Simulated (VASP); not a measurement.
Write the native input for VASP 6.6.1 that does the following.

```
Task                   : single point
Functional             : PBE
Potentials or basis    : VASP PAW PBE potentials, release 64 (Ga_d, As)
Cutoff                 : 500 eV
k mesh                 : 4 × 4 × 4
Occupations            : gaussian, width 0.01 eV
Spin                   : no spin polarisation
Dipole correction      : no
Further INCAR settings : ALGO = Normal; EDIFF = 1e-06; NBANDS = 16
```

The structure of GaAs lies in POSCAR:

```
GaAs
1.0
    0.0000000000      2.8642016346      2.8642016346
    2.8642016346      0.0000000000      2.8642016346
    2.8642016346      2.8642016346      0.0000000000
Ga As
1 1
Direct
    0.0000000000      0.0000000000      0.0000000000
    0.2500000000      0.2500000000      0.2500000000
```

The input as run:

INCAR

```
PREC = Accurate
ENCUT = 500
EDIFF = 1E-6
ISMEAR = 0
SIGMA = 0.01
LREAL = False
LASPH = True
NELM = 120
ALGO = Normal
ISIF = 2
LWAVE = False
LCHARG = True
GGA = PE
LELF = True
LVHAR = True
NBANDS = 16
GGA_COMPAT = False
```

KPOINTS

```
Automatic mesh
0
Gamma
  4 4 4
```

Potentials or basis: VASP PAW PBE potentials, release 64 (Ga_d, As).

Run with:

```bash
$ cat potpaw_PBE.64/Ga_d/POTCAR potpaw_PBE.64/As/POTCAR > POTCAR
$ mpirun -np 1 vasp_std > vasp.out
```

Results of the run:

- Pressure: 0.9 GPa
- Band gap on the k mesh: 0.21 eV, direct

Caveat: the k points lie up to 0.47 Å⁻¹ apart.

Wall time 7.6 s on 1 thread of AMD EPYC 7R13 Processor (Zen 3) (shared host), peak memory 0.13 GiB.
